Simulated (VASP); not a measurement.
# Nb (Im-3m) in VASP: a series of runs

The runs below take Nb through single point, with LDA.

Program: VASP 6.6.1. These are calculated values, not measurements. Logs are shortened: lines on timing, memory, paths and dates and some standing lists are left out, and cuts for length are marked.

**1. The cell of the first run**

Symmetry: Im-3m, No. 229, cubic system. The conventional cell has a = 3.260 Å, b = 3.260 Å, c = 3.260 Å, α = 90.00°, β = 90.00°, γ = 90.00°. Within 3.7 Å of Nb (site symmetry m-3m) lie 14 Nb at 2.82 to 3.26 Å.

**2. Single point, LDA (volume scaled by 0.94)**

INCAR reads:

```
PREC = Accurate
ENCUT = 500
EDIFF = 1E-6
ISMEAR = -1
SIGMA = 0.05
LREAL = False
LASPH = True
NELM = 120
ALGO = Normal
ISIF = 2
LWAVE = False
LCHARG = False
NBANDS = 12
GGA_COMPAT = False
```

KPOINTS reads:

```
regular mesh
0
Gamma
  11 11 11
```

POSCAR reads:

```
Nb
1.0
   -1.6299823056      1.6299823056      1.6299823056
    1.6299823056     -1.6299823056      1.6299823056
    1.6299823056      1.6299823056     -1.6299823056
Nb
1
Direct
    0.0000000000      0.0000000000      0.0000000000
```

Potentials or basis: VASP PAW LDA potentials, release 64 (Nb_sv).

Launch:

```
$ cat potpaw_LDA.64/Nb_sv/POTCAR > POTCAR
$ mpirun -np 1 vasp_std > vasp.out
```

OUTCAR:

```text
PREC = Accurate
   ENCUT = 500
   EDIFF = 1E-6
   ISMEAR = -1
   LREAL = False
   LASPH = True
   NELM = 120
   ISIF = 2

 ion  position               nearest neighbor table
   1  0.000  0.000  0.000-

  LATTYP: Found a body centered cubic cell.
 ALAT       =     3.2599646112

  Lattice vectors:

 A1 = (  -1.6299823056,   1.6299823056,   1.6299823056)
 A2 = (   1.6299823056,  -1.6299823056,   1.6299823056)
 A3 = (   1.6299823056,   1.6299823056,  -1.6299823056)

Analysis of symmetry for initial positions (statically):
=====================================================================
 Subroutine PRICEL returns:
 Original cell was already a primitive cell.

 Routine SETGRP: Setting up the symmetry group for a
 body centered cubic supercell.

 Subroutine GETGRP returns: Found 48 space group operations
 (whereof 48 operations were pure point group operations)
 out of a pool of 48 trial point group operations.

The static configuration has the point symmetry O_h .

Analysis of symmetry for dynamics (positions and initial velocities):
=====================================================================
 Subroutine PRICEL returns:
 Original cell was already a primitive cell.

 Routine SETGRP: Setting up the symmetry group for a
 body centered cubic supercell.

 Subroutine GETGRP returns: Found 48 space group operations
 (whereof 48 operations were pure point group operations)
 out of a pool of 48 trial point group operations.

The dynamic configuration has the point symmetry O_h .

 Subroutine INISYM returns: Found 48 space group operations
 (whereof 48 operations are pure point group operations),
 and found     1 'primitive' translations

----------------------------------------------------------------------------------------

                                     Primitive cell

  volume of cell :      17.3224

  direct lattice vectors                    reciprocal lattice vectors
    -1.629982306  1.629982306  1.629982306     0.000000000  0.306751796  0.306751796
     1.629982306 -1.629982306  1.629982306     0.306751796  0.000000000  0.306751796
     1.629982306  1.629982306 -1.629982306     0.306751796  0.306751796  0.000000000

  length of vectors
     2.823212169  2.823212169  2.823212169     0.433812550  0.433812550  0.433812550

  position of ions in fractional coordinates (direct lattice)
     0.000000000  0.000000000  0.000000000

  ion indices of the primitive-cell ions
   primitive index   ion index
                 1           1

----------------------------------------------------------------------------------------

 KPOINTS: regular mesh

Automatic generation of k-mesh.
 Grid dimensions read from file:
 generate k-points for:   11   11   11

 Generating k-lattice:

  Cartesian coordinates                     Fractional coordinates (reciprocal lattice)
     0.000000000  0.027886527  0.027886527     0.090909091  0.000000000  0.000000000
     0.027886527  0.000000000  0.027886527     0.000000000  0.090909091  0.000000000
     0.027886527  0.027886527  0.000000000     0.000000000  0.000000000  0.090909091

  Length of vectors
     0.039437505  0.039437505  0.039437505

  Shift w.r.t. Gamma in fractional coordinates (k-lattice)
     0.000000000  0.000000000  0.000000000

 Subroutine IBZKPT returns following result:
 ===========================================

 Found     56 irreducible k-points:

 Following reciprocal coordinates:
            Coordinates               Weight
  0.000000  0.000000  0.000000      1.000000
  0.090909  0.000000  0.000000     12.000000
  0.181818  0.000000  0.000000     12.000000
  0.272727  0.000000  0.000000     12.000000
  0.363636  0.000000  0.000000     12.000000
  0.454545  0.000000  0.000000     12.000000
[... 16 lines left out ...]
  0.272727  0.181818  0.090909     48.000000
  0.363636  0.181818  0.090909     24.000000
 [... further k-points ...]
   k-points           NKPTS =     56   k-points in BZ     NKDIM =     56   number of bands    NBANDS=     12
   number of dos      NEDOS =    301   number of ions     NIONS =      1
   total plane-waves  NPLWV =  13824
   dimension x,y,z NGX =    24 NGY =   24 NGZ =   24
   dimension x,y,z NGXF=    48 NGYF=   48 NGZF=   48
   ions per type =               1
   NGX,Y,Z   is equivalent  to a cutoff of  14.13, 14.13, 14.13 a.u.
   NGXF,Y,Z  is equivalent  to a cutoff of  28.26, 28.26, 28.26 a.u.
 SYSTEM =  unknown system
   PREC   = accura    normal or accurate (medium, high low for compatibility)
   ISTART =      0    job   : 0-new  1-cont  2-samecut
   ICHARG =      2    charge: 1-file 2-atom 10-const
   ISPIN  =      1    spin polarized calculation?
   LNONCOLLINEAR =      F non collinear calculations
   LSORBIT =      F    spin-orbit coupling
   LASPH  =      T    aspherical Exc in radial PAW
   ENCUT  =  500.0 eV  36.75 Ry    6.06 a.u.   5.15  5.15  5.15*2*pi/ulx,y,z
   NELM   =    120;   NELMIN=  2; NELMDL= -5     # of ELM steps
   EDIFF  = 0.1E-05   stopping-criterion for ELM
   LREAL  =      F    real-space projection
   EDIFFG = 0.1E-04   stopping-criterion for IOM
   NSW    =      0    number of steps for IOM
   IBRION =     -1    ionic relax: 0-MD 1-quasi-New 2-CG
   NFREE  =      0    steps in history (QN), initial steepest desc. (CG)
   ISIF   =      2    stress and relaxation
   ISYM   =      2    0-nonsym 1-usesym 2-fastsym
   POTIM  = 0.5000    time-step for ionic-motion
   TEBEG  =    0.0;   TEEND  =   0.0 temperature during run
   PSTRESS=    0.0 pullay stress
   NELECT =      13.0000    total number of electrons
   NUPDOWN=      -1.0000    fix difference up-down
   EMIN   =  10.00;   EMAX   =-10.00  energy-range for DOS
   EFERMI =   0.00;   METHOD = LEGACY
   ISMEAR =    -1;   SIGMA  =   0.05  broadening in eV -4-tet -1-fermi 0-gaus
   EFERMI_NEDOS =   21; number of points for ismear=-14 and -15
   IALGO  =     38    algorithm
   IMIX   =      4    mixing-type and parameters
     AMIX     =   0.40;   BMIX     =  1.00
     AMIX_MAG =   1.60;   BMIX_MAG =  1.00
  volume/ion in A,a.u.               =      17.32       116.90
  Fermi-wavevector in a.u.,A,eV,Ry     =   1.487715  2.811374 30.113717  2.213296
  Thomas-Fermi vector in A             =   2.600841
   LORBIT       =      0    0 simple, 1 ext, 2 COOP (PROOUT), +10 PAW based schemes
   GGA     = CA    functional components
   LHFCALC =     F    Hartree Fock is set to
   AEXX    =    0.0000 exact exchange contribution
   IVDW    =     0    specifies the selected vdW correction
   LEPSILON=     F    determine dielectric tensor
   LRPA    =     F    only Hartree local field effects (RPA)
 non-spin polarized calculation
  energy-cutoff  :      500.00
  volume of cell :       17.32
 maximum number of plane-waves:       451
 NGX is ok and might be reduce to    24
   NGX = 11   NGY = 11   NGZ = 11

 number of electron      13.0000001 magnetization

 Free energy of the ion-electron system (eV)
  ---------------------------------------------------
  ext. energy  EPLUGINS =         0.00000000
  ---------------------------------------------------
  free energy    TOTEN  =       -11.24883873 eV

  energy without entropy =      -11.23292284  energy(sigma->0) =      -11.24088078

 E-fermi :  11.5038     XC(G=0): -12.9174

 val. band max:       11.5013854918   @ k =   0.2727   0.0000   0.0000
 cond. band min:      11.5143966727   @ k =   0.2727   0.0909   0.0909
 fundamental gap:      0.0130111810
 Fermi energy:        11.5037865942

 k-point     1 :       0.0000    0.0000    0.0000
  band No.  band energies     occupation
      1     -42.4802      2.00000
      2     -17.8383      2.00000
      3     -17.8383      2.00000
      4     -17.8383      2.00000
      5       5.5555      2.00000
      6      11.8708      0.00130
      7      11.8708      0.00130
      8      11.8708      0.00130
      9      14.9035      0.00000
     10      14.9035      0.00000
     11      25.8907      0.00000
     12      25.8907      0.00000

 k-point     2 :       0.0909    0.0000    0.0000
  band No.  band energies     occupation
      1     -42.4574      2.00000
      2     -17.9720      2.00000
      3     -17.8786      2.00000
      4     -17.8396      2.00000
      5       5.9088      2.00000
      6      11.6538      0.09478
      7      11.8115      0.00424
      8      12.2146      0.00000
      9      14.5922      0.00000
     10      14.9051      0.00000
     11      26.1762      0.00000
     12      26.5036      0.00000

 k-point     3 :       0.1818    0.0000    0.0000
  band No.  band energies     occupation
      1     -42.3959      2.00000
      2     -18.3203      2.00000
      3     -17.9850      2.00000
      4     -17.8430      2.00000
      5       6.8165      2.00000
      6      11.1267      1.99894
      7      11.5485      0.58064
      8      13.2115      0.00000
      9      14.2670      0.00000
     10      14.9528      0.00000
     11      26.5636      0.00000
     12      28.1816      0.00000
[... 286 lines left out ...]
 k-point    23 :       0.2727    0.1818    0.0909
  band No.  band energies     occupation
      1     -42.1869      2.00000
      2     -19.1167      2.00000
      3     -18.4438      2.00000
      4     -18.0892      2.00000
      5       9.1479      2.00000
      6       9.9397      2.00000
      7      11.3821      1.83872
      8      15.2033      0.00000
      9      15.6980      0.00000
     10      20.1356      0.00000
     11      23.5181      0.00000
     12      25.2193      0.00000

 k-point    24 :       0.3636    0.1818    0.0909
  band No.  band energies     occupation
      1     -42.1701      2.00000
      2     -19.1239      2.00000
      3     -18.5453      2.00000
      4     -18.1006      2.00000
      5       9.0439      2.00000
      6       9.8841      2.00000
      7      11.9777      0.00015
      8      15.3383      0.00000
      9      15.7702      0.00000
     10      21.0521      0.00000
     11      22.4290      0.00000
     12      24.6233      0.00000

 [... further k-points ...]

------------------------ aborting loop because EDIFF is reached ----------------------------------------

  FORCE on cell =-STRESS in cart. coord.  units (eV):
  Direction    XX          YY          ZZ          XY          YZ          ZX
  --------------------------------------------------------------------------------------
  -------------------------------------------------------------------------------------
  Total       -0.1737395     -0.1737395     -0.1737395      0.0000000      0.0000000      0.0000000
  in kB      -16.0694298    -16.0694298    -16.0694298      0.0000000      0.0000000      0.0000000
  external PRESSURE =     -16.0694298 kB  Pullay stress =       0.0000000 kB

 VOLUME and BASIS-vectors are now :
 -----------------------------------------------------------------------------
  energy-cutoff  :      500.00
  volume of cell :       17.32
      direct lattice vectors                 reciprocal lattice vectors
    -1.629982306  1.629982306  1.629982306     0.000000000  0.306751796  0.306751796
     1.629982306 -1.629982306  1.629982306     0.306751796  0.000000000  0.306751796
     1.629982306  1.629982306 -1.629982306     0.306751796  0.306751796  0.000000000

 POSITION                                       TOTAL-FORCE (eV/Angst)
 -----------------------------------------------------------------------------------
      0.00000      0.00000      0.00000         0.000000      0.000000     -0.000000
 -----------------------------------------------------------------------------------
    total drift:                                0.000000      0.000000     -0.000000

  FREE ENERGIE OF THE ION-ELECTRON SYSTEM (eV)
  ---------------------------------------------------
  free  energy   TOTEN  =       -11.2488387252 eV

  energy  without entropy=      -11.2329228395  energy(sigma->0) =      -11.24088078
```

Wall time 16 s (1 thread of Intel Xeon 8259CL, shared host); peak memory 0.13 GiB.

Results:

```
Free energy : -11.2488 eV
Pressure    : -1.6 GPa
```

Levels at points of the mesh, in eV from the Fermi level:
```tsv
k point	band 4	band 5	band 6	band 7	band 8	band 9
(0.00, 0.00, 0.00)	-29.34	-5.95	0.37	0.37	0.37	3.40
```

**3. Single point, LDA (volume scaled by 0.96)**

INCAR reads:

```
PREC = Accurate ; ENCUT = 500
EDIFF = 1E-6 ; ISMEAR = -1
SIGMA = 0.05 ; LREAL = F
LASPH = T ; NELM = 120
ALGO = Normal ; ISIF = 2
LWAVE = F ; LCHARG = T
LELF = T ; LVHAR = T
NBANDS = 12 ; GGA_COMPAT = F
```

KPOINTS reads:

```
Automatic mesh
0
Gamma
  11 11 11
```

POSCAR reads:

```
Nb
1.0
   -1.6414614324      1.6414614324      1.6414614324
    1.6414614324     -1.6414614324      1.6414614324
    1.6414614324      1.6414614324     -1.6414614324
Nb
1
Direct
    0.0000000000      0.0000000000      0.0000000000
```

Potentials or basis: VASP PAW LDA potentials, release 64 (Nb_sv).

Launch:

```
$ cat potpaw_LDA.64/Nb_sv/POTCAR > POTCAR
$ mpirun -np 1 vasp_std > vasp.out
```

Run time: 18 s. Hardware: 1 thread of Intel Xeon 8259CL, shared host; peak memory 0.13 GiB.

The run converged. Its results:

```
Free energy : -11.2414 eV
Pressure    : -5.3 GPa
```

Levels at points of the mesh, in eV from the Fermi level:
| k point | band 3 | band 4 | band 5 | band 6 | band 7 | band 8 | band 9 | band 10 |
| --- | --- | --- | --- | --- | --- | --- | --- | --- |
| (0.00, 0.00, 0.00) | -29.41 | -29.41 | -5.91 | 0.38 | 0.38 | 0.38 | 3.34 | 3.34 |
